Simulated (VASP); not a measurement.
Write the native input for VASP 6.6.1 that does the following.

```yaml
Task: single point
Functional: HSE06
Potentials_or_basis: VASP PAW PBE potentials, release 64 (Mg, S)
Cutoff: 520 eV
k_mesh: 6 × 6 × 6
Occupations: gaussian, width 0.01 eV
Spin: no spin polarisation
Dipole_correction: no
Grid_for_exact_exchange_PRECFOCK: Normal
Further_INCAR_settings: ALGO = Normal; EDIFF = 1e-06; NBANDS = 11
Screening_parameter: 0.2079 1/Å
```

The system is MgS.

```xyz
2
Lattice="0.0000 2.8309 2.7743 2.8309 0.0000 2.7743 2.8309 2.8309 0.0000" Properties=species:S:1:pos:R:3 pbc="T T T"
Mg    0.0000    0.0000    0.0000
S     1.4154    1.4154    1.3871
```

This cell differs from its parent crystal: uniaxial z strain -2.0%.

These files were run (other wordings do the same):

POSCAR

```
MgS
1.0
    0.0000000000      2.8308768404      2.7742593036
    2.8308768404      0.0000000000      2.7742593036
    2.8308768404      2.8308768404      0.0000000000
Mg S
1 1
Direct
    0.0000000000      0.0000000000      0.0000000000
    0.2500000000      0.2500000000      0.2500000000
```

INCAR.step1

```
SYSTEM = MgS
PREC     = Accurate       ! precision mode
ENCUT    = 520            ! plane-wave cutoff, eV
EDIFF    = 1E-5           ! SCF threshold, eV
ISMEAR   = 0              ! smearing method
SIGMA    = 0.01           ! smearing width, eV
LREAL    = .FALSE.        ! projectors in reciprocal space
LASPH    = .TRUE.         ! aspherical terms in the spheres
NELM     = 60             ! most SCF steps
ALGO     = Normal         ! electronic algorithm
ISIF     = 2              ! what is computed and relaxed
LWAVE    = .TRUE.         ! write WAVECAR
NBANDS   = 11             ! bands
GGA      = PE             ! functional
```

INCAR.step2

```
SYSTEM = MgS
PREC     = Accurate       ! precision mode
ENCUT    = 520            ! plane-wave cutoff, eV
EDIFF    = 1E-6           ! SCF threshold, eV
ISMEAR   = 0              ! smearing method
SIGMA    = 0.01           ! smearing width, eV
LREAL    = .FALSE.        ! projectors in reciprocal space
LASPH    = .TRUE.         ! aspherical terms in the spheres
NELM     = 60             ! most SCF steps
ALGO     = Normal         ! electronic algorithm
ISIF     = 2              ! what is computed and relaxed
LWAVE    = .FALSE.        ! write WAVECAR
LCHARG   = .TRUE.         ! write CHGCAR
GGA      = PE             ! functional
LHFCALC  = .TRUE.         ! exact exchange
HFSCREEN = 0.2079         ! screening, 1/A
PRECFOCK = Normal       
LELF     = .TRUE.         ! ELF
LVHAR    = .TRUE.       
NBANDS   = 11             ! bands
ISTART   = 1
```

KPOINTS

```
Automatic mesh
0
G
  6 6 6
  0 0 0
```

Potentials or basis: VASP PAW PBE potentials, release 64 (Mg, S).

Run with:

```bash
$ cat potpaw_PBE.64/Mg/POTCAR potpaw_PBE.64/S/POTCAR > POTCAR
$ cp INCAR.step1 INCAR
$ mpirun -np 1 vasp_std > vasp.out
$ cp INCAR.step2 INCAR
$ mpirun -np 1 vasp_std > vasp.out
```

Results of the run:

The pressure is 1.1 GPa and the band gap on the k mesh is 4.58 eV, direct.

Caveat: the cell differs from its parent crystal (uniaxial z strain -2.0%); the PAW data sets were made with another functional, which shifts forces and pressure a little.

Run time: 22 min on 1 thread of AMD EPYC 7R43 64-Core Processor (Zen 3), with other jobs on the host, peak memory 0.26 GiB.
